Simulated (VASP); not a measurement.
# NaF (Pm-3m) in VASP: further runs

NaF is run at these levels: PBE, r2SCAN; tasks: G0W0 quasiparticle levels.

Everything below comes from runs of VASP 6.6.1. Logs are shortened: lines on timing, memory, paths and dates and some standing lists are left out, and cuts for length are marked.

**1. The cell of the first run**

Symmetry: Pm-3m, No. 221, cubic system. The conventional cell has a = 2.793 Å, b = 2.793 Å, c = 2.793 Å, α = 90.00°, β = 90.00°, γ = 90.00°. Within 3.2 Å of Na (site symmetry m-3m) lie 8 F at 2.42 Å and 6 Na at 2.79 Å. Within 3.2 Å of F (site symmetry m-3m) lie 8 Na at 2.42 Å and 6 F at 2.79 Å.

**2. G0W0 quasiparticle levels, PBE**

Contents of POSCAR:

```
NaF
1.0
    2.7934851911      0.0000000000      0.0000000000
    0.0000000000      2.7934851911      0.0000000000
    0.0000000000      0.0000000000      2.7934851911
Na F
1 1
Direct
    0.0000000000      0.0000000000      0.0000000000
    0.5000000000      0.5000000000      0.5000000000
```

Contents of INCAR.step1:

```
SYSTEM = NaF
ALGO = Normal ; EDIFF = 1E-8
ENCUT = 500 ; GGA = PE
ISMEAR = 0 ; LASPH = .TRUE.
LCHARG = .FALSE. ; LREAL = .FALSE.
LWAVE = .TRUE. ; NELM = 80
PREC = Accurate ; SIGMA = 0.01
```

Contents of INCAR.step2:

```
SYSTEM = NaF
ALGO = Exact ; EDIFF = 1E-8
ENCUT = 500 ; GGA = PE
ISMEAR = 0 ; ISTART = 1
LASPH = .TRUE. ; LCHARG = .FALSE.
LOPTICS = .TRUE. ; LREAL = .FALSE.
LWAVE = .TRUE. ; NBANDS = 89
NELM = 1 ; PREC = Accurate
SIGMA = 0.01
```

Contents of INCAR.step3:

```
SYSTEM = NaF
ALGO = EVGW0 ; EDIFF = 1E-8
ENCUT = 500 ; ENCUTGW = 140.0
GGA = PE ; ISMEAR = 0
ISTART = 1 ; LASPH = .TRUE.
LCHARG = .FALSE. ; LREAL = .FALSE.
LWAVE = .FALSE. ; NBANDS = 89
NBANDSGW = 16 ; NELMGW = 1
NOMEGA = 96 ; OMEGAMAX = 30
PREC = Accurate ; PRECFOCK = Fast
SIGMA = 0.01
```

Contents of KPOINTS:

```
k-points
0
G
  4 4 4
  0 0 0
```

Potentials or basis: VASP PAW PBE potentials, release 64 (Na_sv_GW, F_GW).

Started as:

```sh
$ cat potpaw_PBE.64/Na_sv_GW/POTCAR potpaw_PBE.64/F_GW/POTCAR > POTCAR
$ cp INCAR.step1 INCAR
$ mpirun -np 1 vasp_std > vasp.out
$ cp INCAR.step2 INCAR
$ mpirun -np 1 vasp_std > vasp.out
$ cp INCAR.step3 INCAR
$ mpirun -np 1 vasp_std > vasp.out
```

OUTCAR:

```text
SYSTEM = NaF
   EDIFF = 1E-8
   ENCUT = 500
   ENCUTGW = 140.0
   GGA = PE
   ISMEAR = 0
   ISTART = 1
   LASPH = .TRUE.
   LREAL = .FALSE.
   NELMGW = 1
   PREC = Accurate
   PRECFOCK = Fast

 ion  position               nearest neighbor table
   1  0.000  0.000  0.000-
   2  0.500  0.500  0.500-

  LATTYP: Found a simple cubic cell.
 ALAT       =     2.7934851911

  Lattice vectors:

 A1 = (   2.7934851911,   0.0000000000,   0.0000000000)
 A2 = (   0.0000000000,   2.7934851911,   0.0000000000)
 A3 = (   0.0000000000,   0.0000000000,   2.7934851911)

Analysis of symmetry for initial positions (statically):
=====================================================================
 Subroutine PRICEL returns:
 Original cell was already a primitive cell.

 Routine SETGRP: Setting up the symmetry group for a
 simple cubic supercell.

 Subroutine GETGRP returns: Found 48 space group operations
 (whereof 48 operations were pure point group operations)
 out of a pool of 48 trial point group operations.

The static configuration has the point symmetry O_h .

Analysis of symmetry for dynamics (positions and initial velocities):
=====================================================================
 Subroutine PRICEL returns:
 Original cell was already a primitive cell.

 Routine SETGRP: Setting up the symmetry group for a
 simple cubic supercell.

 Subroutine GETGRP returns: Found 48 space group operations
 (whereof 48 operations were pure point group operations)
 out of a pool of 48 trial point group operations.

The dynamic configuration has the point symmetry O_h .

 Subroutine INISYM returns: Found 48 space group operations
 (whereof 48 operations are pure point group operations),
 and found     1 'primitive' translations

----------------------------------------------------------------------------------------

                                     Primitive cell

  volume of cell :      21.7991

  direct lattice vectors                    reciprocal lattice vectors
     2.793485191  0.000000000  0.000000000     0.357975766  0.000000000  0.000000000
     0.000000000  2.793485191  0.000000000     0.000000000  0.357975766  0.000000000
     0.000000000  0.000000000  2.793485191     0.000000000  0.000000000  0.357975766

  length of vectors
     2.793485191  2.793485191  2.793485191     0.357975766  0.357975766  0.357975766

  position of ions in fractional coordinates (direct lattice)
     0.000000000  0.000000000  0.000000000
     0.500000000  0.500000000  0.500000000

  ion indices of the primitive-cell ions
   primitive index   ion index
                 1           1
                 2           2

----------------------------------------------------------------------------------------

 KPOINTS: k-points

Automatic generation of k-mesh.
 Grid dimensions read from file:
 generate k-points for:    4    4    4

 Generating k-lattice:

  Cartesian coordinates                     Fractional coordinates (reciprocal lattice)
     0.089493941  0.000000000  0.000000000     0.250000000  0.000000000  0.000000000
     0.000000000  0.089493941  0.000000000     0.000000000  0.250000000  0.000000000
     0.000000000  0.000000000  0.089493941     0.000000000  0.000000000  0.250000000

  Length of vectors
     0.089493941  0.089493941  0.089493941

  Shift w.r.t. Gamma in fractional coordinates (k-lattice)
     0.000000000  0.000000000  0.000000000

 Subroutine IBZKPT returns following result:
 ===========================================

 Found     10 irreducible k-points:

 Following reciprocal coordinates:
            Coordinates               Weight
  0.000000  0.000000  0.000000      1.000000
  0.250000  0.000000  0.000000      6.000000
  0.500000  0.000000  0.000000      3.000000
  0.250000  0.250000  0.000000     12.000000
  0.500000  0.250000  0.000000     12.000000
  0.500000  0.500000  0.000000      3.000000
  0.250000  0.250000  0.250000      8.000000
  0.500000  0.250000  0.250000     12.000000
  0.500000  0.500000  0.250000      6.000000
  0.500000  0.500000  0.500000      1.000000
   k-points           NKPTS =     10   k-points in BZ     NKDIM =     64   number of bands    NBANDS=     89
   number of dos      NEDOS =    301   number of ions     NIONS =      2
   total plane-waves  NPLWV =   8000
   dimension x,y,z NGX =    20 NGY =   20 NGZ =   20
   dimension x,y,z NGXF=    40 NGYF=   40 NGZF=   40
   ions per type =               1   1
   NGX,Y,Z   is equivalent  to a cutoff of  11.90, 11.90, 11.90 a.u.
   NGXF,Y,Z  is equivalent  to a cutoff of  23.80, 23.80, 23.80 a.u.
 SYSTEM =  NaF
   PREC   = accura    normal or accurate (medium, high low for compatibility)
   ISTART =      1    job   : 0-new  1-cont  2-samecut
   ICHARG =      0    charge: 1-file 2-atom 10-const
   ISPIN  =      1    spin polarized calculation?
   LNONCOLLINEAR =      F non collinear calculations
   LSORBIT =      F    spin-orbit coupling
   LASPH  =      T    aspherical Exc in radial PAW
   ENCUT  =  500.0 eV  36.75 Ry    6.06 a.u.   5.09  5.09  5.09*2*pi/ulx,y,z
   NELM   =     60;   NELMIN=  2; NELMDL=  0     # of ELM steps
   EDIFF  = 0.1E-07   stopping-criterion for ELM
   LREAL  =      F    real-space projection
   EDIFFG = 0.1E-06   stopping-criterion for IOM
   NSW    =      0    number of steps for IOM
   IBRION =     -1    ionic relax: 0-MD 1-quasi-New 2-CG
   NFREE  =      0    steps in history (QN), initial steepest desc. (CG)
   ISIF   =      0    stress and relaxation
   ISYM   =      3    0-nonsym 1-usesym 2-fastsym
   POTIM  = 0.5000    time-step for ionic-motion
   TEBEG  =    0.0;   TEEND  =   0.0 temperature during run
   PSTRESS=    0.0 pullay stress
   NELECT =      16.0000    total number of electrons
   NUPDOWN=      -1.0000    fix difference up-down
   EMIN   =  10.00;   EMAX   =-10.00  energy-range for DOS
   EFERMI =   0.00;   METHOD = LEGACY
   ISMEAR =     0;   SIGMA  =   0.01  broadening in eV -4-tet -1-fermi 0-gaus
   EFERMI_NEDOS =   21; number of points for ismear=-14 and -15
   IALGO  =     38    algorithm
   IMIX   =      4    mixing-type and parameters
     AMIX     =   0.40;   BMIX     =  1.00
     AMIX_MAG =   1.60;   BMIX_MAG =  1.00
  volume/ion in A,a.u.               =      10.90        73.55
  Fermi-wavevector in a.u.,A,eV,Ry     =   1.476732  2.790619 29.670747  2.180738
  Thomas-Fermi vector in A             =   2.591223
   LORBIT       =      0    0 simple, 1 ext, 2 COOP (PROOUT), +10 PAW based schemes
   GGA     = PE    functional components
   LHFCALC =     T    Hartree Fock is set to
   PRECFOCK=fast      Normal, Fast or Accurate (Low or Medium for compatibility)
   ENCUT4O =  -1.0   cutoff for four orbital integrals eV
   NKREDX  =     1    reduce k-point grid by
   NKREDY  =     1    reduce k-point grid by
   NKREDZ  =     1    reduce k-point grid by
   AEXX    =    1.0000 exact exchange contribution
   HFSCREEN=    0.0000 screening length (either q_TF or 0.3 A-1)
   HFSCREENC=   0.0000 screening length for correlation (either q_TF or 0.3 A-1)
   ENCUTFOCK=  -1.0 apply spherical cutoff to Coloumb kernel
   IVDW    =     0    specifies the selected vdW correction
   LEPSILON=     F    determine dielectric tensor
   LRPA    =     F    only Hartree local field effects (RPA)
   LRPAFORCE           =     F    calculate RPA forces
   ENCUTGW             = 140.0    cutoff for response function in eV
   ENCUTGWSOFT         = 112.0    soft cutoff for Coulomb kernel in GW response function in eV
   ENCUTLF             =  -1.0    cutoff for local field effects
   NELMGW              =     1    number of iterations in solving QP/BSE equation
   NELMHF              =     1    number of iterations in the inner HF iteration
   NKREDLFX            =     1    NKREDLFY  =   1   NKREDLFZ  =   1
 non-spin polarized calculation
 Gauss-broadening in eV      SIGMA  =   0.01
  energy-cutoff  :      500.00
  volume of cell :       21.80
 maximum number of plane-waves:       568
  NGX = 12; NGY = 12; NGZ = 12
   NGX = 11   NGY = 11   NGZ = 11
 maximum number of plane-waves:        94

 QP shifts <psi_nk| G(iteration)W_0 |psi_nk>: iteration 1
 for sc-GW calculations column KS-energies equals QP-energies in previous step
 and V_xc(KS)=  KS-energies - (<T + V_ion + V_H > + <T+V_H+V_ion>^1  + <V_x>^1)

 k-point   1 :       0.0000    0.0000    0.0000
  band No.  KS-energies  QP-energies   sigma(KS)   V_xc(KS)     V^pw_x(r,r')   Z            occupation Imag(sigma)

      1     -48.5420     -58.4669     -41.4706     -29.2161     -49.0743       0.8099       2.0000       0.2391
      2     -20.3528     -26.6766     -35.9774     -28.4673     -41.5303       0.8420       2.0000       0.0650
      3     -20.3528     -26.6766     -35.9774     -28.4673     -41.5303       0.8420       2.0000       0.0650
      4     -20.3528     -26.6766     -35.9774     -28.4673     -41.5303       0.8420       2.0000       0.0650
      5     -20.1886     -24.7584     -28.1408     -22.4788     -36.6098       0.8071       2.0000       0.9807
      6      -0.6475      -3.2480     -25.6428     -22.3926     -30.2542       0.8001       2.0000       0.0677
[... 8 lines left out ...]
     15      30.9023      33.1827      -7.0358      -9.6683      -3.0723       0.8663       0.0000      -0.2030
     16      30.9023      33.1827      -7.0358      -9.6683      -3.0723       0.8663       0.0000      -0.2030

 k-point   2 :       0.2500    0.0000    0.0000
  band No.  KS-energies  QP-energies   sigma(KS)   V_xc(KS)     V^pw_x(r,r')   Z            occupation Imag(sigma)

      1     -48.5284     -58.4688     -41.4942     -29.2369     -49.0973       0.8110       2.0000       0.2377
      2     -20.8646     -26.4522     -32.7531     -25.8125     -39.2644       0.8051       2.0000       0.3532
      3     -20.3379     -26.6651     -36.0057     -28.4989     -41.5603       0.8429       2.0000       0.0625
      4     -20.3379     -26.6651     -36.0057     -28.4989     -41.5603       0.8429       2.0000       0.0625
      5     -19.6440     -24.8155     -31.3456     -25.1429     -38.8512       0.8338       2.0000       0.6594
      6      -1.9490      -4.7505     -23.4895     -19.9800     -27.8309       0.7983       2.0000       0.0765
[... 8 lines left out ...]
     15      26.2911      27.8499      -5.9612      -7.7275      -1.9470       0.8826       0.0000      -0.3538
     16      27.5349      29.5566      -7.0225      -9.3696      -2.9744       0.8613       0.0000      -0.3111

 k-point   3 :       0.5000    0.0000    0.0000
  band No.  KS-energies  QP-energies   sigma(KS)   V_xc(KS)     V^pw_x(r,r')   Z            occupation Imag(sigma)

      1     -48.5148     -58.4736     -41.5173     -29.2580     -49.1198       0.8123       2.0000       0.2361
      2     -21.1162     -26.6539     -32.5969     -25.6136     -39.0476       0.7930       2.0000       0.3293
      3     -20.3225     -26.6498     -36.0356     -28.5309     -41.5918       0.8431       2.0000       0.0598
      4     -20.3225     -26.6498     -36.0356     -28.5309     -41.5918       0.8431       2.0000       0.0598
      5     -19.3482     -24.4689     -31.5023     -25.3796     -39.0702       0.8364       2.0000       0.6705
      6      -2.9742      -5.9483     -22.3492     -18.6160     -26.6584       0.7967       2.0000       0.0904
[... 8 lines left out ...]
     15      25.8613      27.9567      -7.7996     -10.2325      -3.6244       0.8613       0.0000      -0.3525
     16      25.8613      27.9567      -7.7996     -10.2325      -3.6244       0.8613       0.0000      -0.3525

 k-point   4 :       0.2500    0.2500    0.0000
  band No.  KS-energies  QP-energies   sigma(KS)   V_xc(KS)     V^pw_x(r,r')   Z            occupation Imag(sigma)

      1     -48.5153     -58.4683     -41.5158     -29.2568     -49.1188       0.8119       2.0000       0.2367
      2     -20.8224     -26.4691     -33.0942     -26.0873     -39.4936       0.8059       2.0000       0.3162
      3     -20.4743     -26.7974     -35.7463     -28.2338     -41.2810       0.8417       2.0000       0.0690
      4     -20.3241     -26.6532     -36.0328     -28.5264     -41.5890       0.8432       2.0000       0.0613
      5     -19.5418     -24.6177     -31.2021     -25.0659     -38.8044       0.8272       2.0000       0.6824
      6      -1.8826      -4.6819     -23.5865     -20.0858     -27.9413       0.7996       2.0000       0.0754
[... 8 lines left out ...]
     15      25.7491      27.6740      -6.4635      -8.6574      -2.6307       0.8774       0.0000      -0.2068
     16      29.2691      31.4297      -7.1404      -9.5903      -2.9889       0.8819       0.0000      -0.4421
[... 64 lines left out ...]
      1     -48.4900     -58.4874     -41.5566     -29.2946     -49.1595       0.8153       2.0000       0.2356
      2     -20.7389     -26.7207     -34.3592     -27.0719     -40.2686       0.8208       2.0000       0.1794
      3     -20.4497     -26.7774     -35.7891     -28.2792     -41.3262       0.8426       2.0000       0.0671
      4     -20.4321     -26.7539     -35.8387     -28.3333     -41.3789       0.8423       2.0000       0.0591
      5     -19.5021     -24.3527     -30.0237     -24.1541     -38.0587       0.8264       2.0000       0.8271
      6      -2.3562      -5.2558     -23.4645     -19.8222     -27.9309       0.7961       2.0000       0.0824
[... 8 lines left out ...]
     15      28.5215      31.1220      -7.7790     -10.7541      -3.6159       0.8741       0.0000      -0.4312
     16      31.7808      33.8158      -6.3778      -8.6927      -2.3237       0.8791       0.0000      -0.5109

 k-point   9 :       0.5000    0.5000    0.2500
  band No.  KS-energies  QP-energies   sigma(KS)   V_xc(KS)     V^pw_x(r,r')   Z            occupation Imag(sigma)

      1     -48.4775     -58.4854     -41.5755     -29.3128     -49.1785       0.8161       2.0000       0.2353
      2     -20.5685     -26.8855     -35.5798     -28.0682     -41.1005       0.8410       2.0000       0.0665
      3     -20.5685     -26.8855     -35.5798     -28.0682     -41.1005       0.8410       2.0000       0.0665
      4     -20.4205     -26.7460     -35.8601     -28.3538     -41.4014       0.8427       2.0000       0.0590
      5     -19.5436     -24.2335     -28.9648     -23.3103     -37.3663       0.8294       2.0000       0.9548
      6      -2.0944      -4.9561     -23.9292     -20.3276     -28.4698       0.7946       2.0000       0.0797
[... 8 lines left out ...]
     15      25.9886      28.7401      -8.1148     -11.1663      -3.9563       0.9017       0.0000      -0.4167
     16      34.2844      37.4553      -9.0698     -12.5708      -4.6289       0.9057       0.0000      -0.9231

 k-point  10 :       0.5000    0.5000    0.5000
  band No.  KS-energies  QP-energies   sigma(KS)   V_xc(KS)     V^pw_x(r,r')   Z            occupation Imag(sigma)

      1     -48.4656     -58.4770     -41.5941     -29.3301     -49.1970       0.8163       2.0000       0.2351
      2     -20.5407     -26.8547     -35.6446     -28.1377     -41.1691       0.8411       2.0000       0.0591
      3     -20.5407     -26.8547     -35.6446     -28.1377     -41.1691       0.8411       2.0000       0.0591
      4     -20.5407     -26.8547     -35.6446     -28.1377     -41.1691       0.8411       2.0000       0.0591
      5     -19.4205     -24.2468     -29.1096     -23.4676     -37.5084       0.8554       2.0000       0.9670
      6      -1.9778      -4.8214     -24.0209     -20.4439     -28.5850       0.7950       2.0000       0.0788
[... 8 lines left out ...]
     15      23.1793      25.9560      -8.1752     -11.2467      -4.0377       0.9040       0.0000      -0.3599
     16      32.1656      35.1850      -8.9631     -12.3470      -4.6529       0.8923       0.0000      -0.8154
```

Run time: 29 s. Hardware: 1 thread of Intel Xeon 6975P-C (Granite Rapids), shared host; peak memory 0.21 GiB.

What came out:

| Item | Value |
| --- | --- |
| Quasiparticle gap | 10.30 eV |
| Least direct quasiparticle gap | 10.68 eV |
| Band gap of the starting levels on the mesh | 6.13 eV |
| Least direct gap of the starting levels on the mesh | 6.46 eV |

Caveat: the k points lie up to 0.56 Å⁻¹ apart; bands, screening cutoff and mesh are small and nothing is extrapolated, so the quasiparticle values aren't converged; the structure was generated, so it needn't be the stable form of NaF.

(Part 1 of 2 ends here.)
